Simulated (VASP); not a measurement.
# C (Fmmm) in VASP: further runs, part 2 of 2

VASP 6.6.1. Earlier steps stand in the parts before.

## 3. Relaxation of cell and atoms, PBE

This run uses another cell than the first one, of 8.74 Å³/atom.

INCAR reads:

```
PREC = Accurate ; ENCUT = 910
EDIFF = 1E-7 ; ISMEAR = 0
SIGMA = 0.02 ; LREAL = False
LASPH = True ; NELM = 120
ALGO = Normal ; ISIF = 3
LWAVE = False ; LCHARG = False
GGA = PE ; IBRION = 2
NSW = 100 ; EDIFFG = -0.005
GGA_COMPAT = False ; NELMIN = 4
```

KPOINTS reads:

```
Automatic mesh
0
Gamma
  14 14 14
```

POSCAR reads:

```
C
1.0
    0.0000000000      2.1270000000      3.3480000000
    1.2280000000      0.0000000000      3.3480000000
    1.2280000000      2.1270000000      0.0000000000
C
2
Direct
    0.1666700000      0.8333300000      0.1666700000
    0.8333300000      0.1666700000      0.8333300000
```

Potentials or basis: VASP PAW PBE potentials, release 64 (C_h).

Launch:

```console
$ cat potpaw_PBE.64/C_h/POTCAR > POTCAR
$ mpirun -np 1 vasp_std > vasp.out
```

OUTCAR:

```text
PREC = Accurate
   ENCUT = 910
   EDIFF = 1E-7
   ISMEAR = 0
   LREAL = False
   LASPH = True
   NELM = 120
   ISIF = 3
   GGA = PE
   IBRION = 2
   NSW = 100
   EDIFFG = -0.005
   NELMIN = 4

 ion  position               nearest neighbor table
   1  0.167  0.833  0.167-   2 1.42   2 1.42   2 1.42
   2  0.833  0.167  0.833-   1 1.42   1 1.42   1 1.42

  LATTYP: Found a face centered orthorhombic cell.
 ALAT       =     2.4560000000
 B/A-ratio  =     1.7320846906
 C/A-ratio  =     2.7263843648

  Lattice vectors:

 A1 = (   0.0000000000,   2.1270000000,   3.3480000000)
 A2 = (   1.2280000000,   0.0000000000,   3.3480000000)
 A3 = (   1.2280000000,   2.1270000000,   0.0000000000)

Analysis of symmetry for initial positions (statically):
=====================================================================
 Subroutine PRICEL returns:
 Original cell was already a primitive cell.

 Routine SETGRP: Setting up the symmetry group for a
 face centered orthorhombic supercell.

 Subroutine GETGRP returns: Found  8 space group operations
 (whereof  8 operations were pure point group operations)
 out of a pool of  8 trial point group operations.

The static configuration has the point symmetry D_2h.

Analysis of symmetry for dynamics (positions and initial velocities):
=====================================================================
 Subroutine PRICEL returns:
 Original cell was already a primitive cell.

 Routine SETGRP: Setting up the symmetry group for a
 face centered orthorhombic supercell.

 Subroutine GETGRP returns: Found  8 space group operations
 (whereof  8 operations were pure point group operations)
 out of a pool of  8 trial point group operations.

The dynamic configuration has the point symmetry D_2h.

 Subroutine INISYM returns: Found  8 space group operations
 (whereof  8 operations are pure point group operations),
 and found     1 'primitive' translations

----------------------------------------------------------------------------------------

                                     Primitive cell

  volume of cell :      17.4897

  direct lattice vectors                    reciprocal lattice vectors
     0.000000000  2.127000000  3.348000000    -0.407166124  0.235072873  0.149342891
     1.228000000  0.000000000  3.348000000     0.407166124 -0.235072873  0.149342891
     1.228000000  2.127000000  0.000000000     0.407166124  0.235072873 -0.149342891

  length of vectors
     3.966513961  3.566102635  2.456036034     0.493301943  0.493301943  0.493301943

  position of ions in fractional coordinates (direct lattice)
     0.166670000  0.833330000  0.166670000
     0.833330000  0.166670000  0.833330000

  ion indices of the primitive-cell ions
   primitive index   ion index
                 1           1
                 2           2

----------------------------------------------------------------------------------------

 KPOINTS: Automatic mesh

Automatic generation of k-mesh.
 Grid dimensions read from file:
 generate k-points for:   14   14   14

 Generating k-lattice:

  Cartesian coordinates                     Fractional coordinates (reciprocal lattice)
[... 53 lines left out ...]
   ICHARG =      2    charge: 1-file 2-atom 10-const
   ISPIN  =      1    spin polarized calculation?
   LNONCOLLINEAR =      F non collinear calculations
   LSORBIT =      F    spin-orbit coupling
   LASPH  =      T    aspherical Exc in radial PAW
   ENCUT  =  910.0 eV  66.88 Ry    8.18 a.u.   9.76  8.77  6.04*2*pi/ulx,y,z
   NELM   =    120;   NELMIN=  4; NELMDL= -5     # of ELM steps
   EDIFF  = 0.1E-06   stopping-criterion for ELM
   LREAL  =      F    real-space projection
   EDIFFG = -.5E-02   stopping-criterion for IOM
   NSW    =    100    number of steps for IOM
   IBRION =      2    ionic relax: 0-MD 1-quasi-New 2-CG
   NFREE  =      1    steps in history (QN), initial steepest desc. (CG)
   ISIF   =      3    stress and relaxation
   ISYM   =      2    0-nonsym 1-usesym 2-fastsym
   POTIM  = 0.5000    time-step for ionic-motion
   TEBEG  =    0.0;   TEEND  =   0.0 temperature during run
   PSTRESS=    0.0 pullay stress
   NELECT =       8.0000    total number of electrons
   NUPDOWN=      -1.0000    fix difference up-down
   EMIN   =  10.00;   EMAX   =-10.00  energy-range for DOS
   EFERMI =   0.00;   METHOD = LEGACY
   ISMEAR =     0;   SIGMA  =   0.02  broadening in eV -4-tet -1-fermi 0-gaus
   EFERMI_NEDOS =   21; number of points for ismear=-14 and -15
   IALGO  =     38    algorithm
   IMIX   =      4    mixing-type and parameters
     AMIX     =   0.40;   BMIX     =  1.00
     AMIX_MAG =   1.60;   BMIX_MAG =  1.00
  volume/ion in A,a.u.               =       8.74        59.01
  Fermi-wavevector in a.u.,A,eV,Ry     =   1.261376  2.383654 21.647797  1.591068
  Thomas-Fermi vector in A             =   2.394838
   LORBIT       =      0    0 simple, 1 ext, 2 COOP (PROOUT), +10 PAW based schemes
   GGA     = PE    functional components
   LHFCALC =     F    Hartree Fock is set to
   AEXX    =    0.0000 exact exchange contribution
   IVDW    =     0    specifies the selected vdW correction
   LEPSILON=     F    determine dielectric tensor
   LRPA    =     F    only Hartree local field effects (RPA)
 conjugate gradient relaxation of ions
 non-spin polarized calculation
 Gauss-broadening in eV      SIGMA  =   0.02
  energy-cutoff  :      910.00
  volume of cell :       17.49
 maximum number of plane-waves:      1112
   NGX = 19   NGY = 17   NGZ = 13

--------------------------------------- Ionic step        1  -------------------------------------------

 number of electron       8.0000000 magnetization

 Free energy of the ion-electron system (eV)
  ---------------------------------------------------
  ext. energy  EPLUGINS =         0.00000000
  ---------------------------------------------------
  free energy    TOTEN  =       -18.45210844 eV

  energy without entropy =      -18.45210844  energy(sigma->0) =      -18.45210844

------------------------ aborting loop because EDIFF is reached ----------------------------------------

  FORCE on cell =-STRESS in cart. coord.  units (eV):
  Direction    XX          YY          ZZ          XY          YZ          ZX
  --------------------------------------------------------------------------------------
  -------------------------------------------------------------------------------------
  Total        0.4936687      0.4951237      0.4092576      0.0000000      0.0000000      0.0000000
  in kB       45.2235746     45.3568607     37.4909160      0.0000000      0.0000000      0.0000000
  external PRESSURE =      42.6904504 kB  Pullay stress =       0.0000000 kB
[... 89 lines left out ...]
  FREE ENERGIE OF THE ION-ELECTRON SYSTEM (eV)
  ---------------------------------------------------
  free  energy   TOTEN  =       -18.4552321523 eV

  energy  without entropy=      -18.4552321523  energy(sigma->0) =      -18.45523215

 E-fermi :   5.2096     XC(G=0): -10.0812

 val. band max:        5.0325197418   @ k =   0.5000  -0.1429   0.3571
 cond. band min:       5.4972728094   @ k =  -0.0714   0.2857   0.2857
 fundamental gap:      0.4647530676
 Fermi energy:         5.2095540575

 k-point     1 :       0.0000    0.0000    0.0000
  band No.  band energies     occupation
      1     -14.5713      2.00000
      2      -1.7414      2.00000
      3       1.8813      2.00000
      4       2.1122      2.00000
      5       8.9756      0.00000
      6      13.2092      0.00000
      7      13.5095      0.00000
      8      16.3990      0.00000
[... 243 lines left out ...]
 k-point    24 :       0.2857    0.1429    0.0000
  band No.  band energies     occupation
      1     -14.0109      2.00000
      2      -1.8472      2.00000
      3       0.2723      2.00000
      4       1.0847      2.00000
      5      11.2832      0.00000
      6      13.3755      0.00000
      7      14.8570      0.00000
      8      15.3507      0.00000

 [... further k-points ...]

[... ionic steps 4 to 17 ...]

--------------------------------------- Ionic step       18  -------------------------------------------

 number of electron       8.0000000 magnetization

------------------------ aborting loop because EDIFF is reached ----------------------------------------
[... 67 lines left out ...]
--------------------------------------- Ionic step       20  -------------------------------------------

 number of electron       8.0000000 magnetization

 Free energy of the ion-electron system (eV)
  ---------------------------------------------------
  ext. energy  EPLUGINS =         0.00000000
  ---------------------------------------------------
  free energy    TOTEN  =       -18.47217327 eV

  energy without entropy =      -18.47217327  energy(sigma->0) =      -18.47217327

 E-fermi :   4.5572     XC(G=0):  -9.7641

 val. band max:        4.4140654609   @ k =   0.5000  -0.1429   0.3571
 cond. band min:       5.1127004825   @ k =  -0.0714   0.2857   0.2857
 fundamental gap:      0.6986350216
 Fermi energy:         4.5572046622

 k-point     1 :       0.0000    0.0000    0.0000
  band No.  band energies     occupation
      1     -14.9675      2.00000
      2      -2.3607      2.00000
      3       1.5864      2.00000
      4       1.5898      2.00000
      5       8.2825      0.00000
      6      12.9501      0.00000
      7      12.9874      0.00000
      8      16.0499      0.00000
[... 282 lines left out ...]
  FREE ENERGIE OF THE ION-ELECTRON SYSTEM (eV)
  ---------------------------------------------------
  free  energy   TOTEN  =       -18.4721732700 eV

  energy  without entropy=      -18.4721732700  energy(sigma->0) =      -18.47217327

 reached required accuracy - stopping structural energy minimisation
```

CONTCAR:

```text
C
   1.00000000000000
     0.0000000000000000    2.1345978026920589    3.6782507697537219
     1.2324653032919666    0.0000000000000000    3.6782507697537219
     1.2324653032919666    2.1345978026920589    0.0000000000000000
  C
     2
Direct
     0.1666925854300782    0.8333074145699217    0.1666925854300782
     0.8333074145699217    0.1666925854300782    0.8333074145699217

  0.00000000E+00  0.00000000E+00  0.00000000E+00
  0.00000000E+00  0.00000000E+00  0.00000000E+00
```

Wall time 15 min (1 thread of Intel Xeon 6975P-C (Granite Rapids), shared host); peak memory 0.25 GiB.

Results:

| Item | Value |
| --- | --- |
| Free energy | -18.4722 eV |
| Relaxed volume | 9.68 Å³/atom |
| Relaxed cell | a = 4.253 Å, b = 3.879 Å, c = 2.465 Å, α = 80.86°, β = 64.24°, γ = 34.91° |
| Space group after relaxing (to 0.1 Å) | Fmmm (No. 69) |
| Energy gained by relaxing | 10.0 meV/atom |
| Ionic steps | 20 |
| Pressure after relaxing | 0.0 GPa |

Forces on the atoms (eV/Å):
```
C    0.000  0.003  0.000
C    0.000 -0.003  0.000
```

Step by step:
```tsv
step	energy change (eV)	largest force (eV/Å)	pressure (GPa)	volume (Å³)
1	0.0000	0.0313	4.27	17.49
2	0.0040	0.1265	-5.54	18.09
3	-0.0031	0.0357	0.21	17.73
4	-0.0071	0.0864	0.08	17.92
5	-0.0135	0.4596	-0.23	18.51
6	-0.0140	0.6025	-0.30	18.73
7	-0.0149	0.5498	-0.27	18.77
8	-0.0172	0.3922	-0.21	18.90
9	-0.0197	0.0796	-0.06	19.15
10	-0.0200	0.0531	0.02	19.26
11	-0.0200	0.0663	0.02	19.27
12	-0.0200	0.0570	0.02	19.28
13	-0.0201	0.0305	0.09	19.32
14	-0.0200	0.0228	0.18	19.41
15	-0.0201	0.0160	0.12	19.35
16	-0.0201	0.0123	0.12	19.35
17	-0.0201	0.0146	0.13	19.35
18	-0.0201	0.0134	0.12	19.35
19	-0.0201	0.0033	0.06	19.35
20	-0.0201	0.0028	0.02	19.35
```

Final structure:
```yaml
crystal:
  lattice:
    - [0.00000, 2.13460, 3.67825]
    - [1.23247, 0.00000, 3.67825]
    - [1.23247, 2.13460, 0.00000]
  atoms:
    - { symbol: C, position: [0.16669, 0.83331, 0.16669] }
    - { symbol: C, position: [0.83331, 0.16669, 0.83331] }
```

Caveat: the cutoff is under 1.25 times the usual one of these potentials, so pressure, stress and relaxed cells hold a basis-set (Pulay) error; this functional lacks dispersion, which binds the layers, so the pressure and a relaxed spacing across them are unreliable. PBE usually gives volumes a little too large and moduli too small.
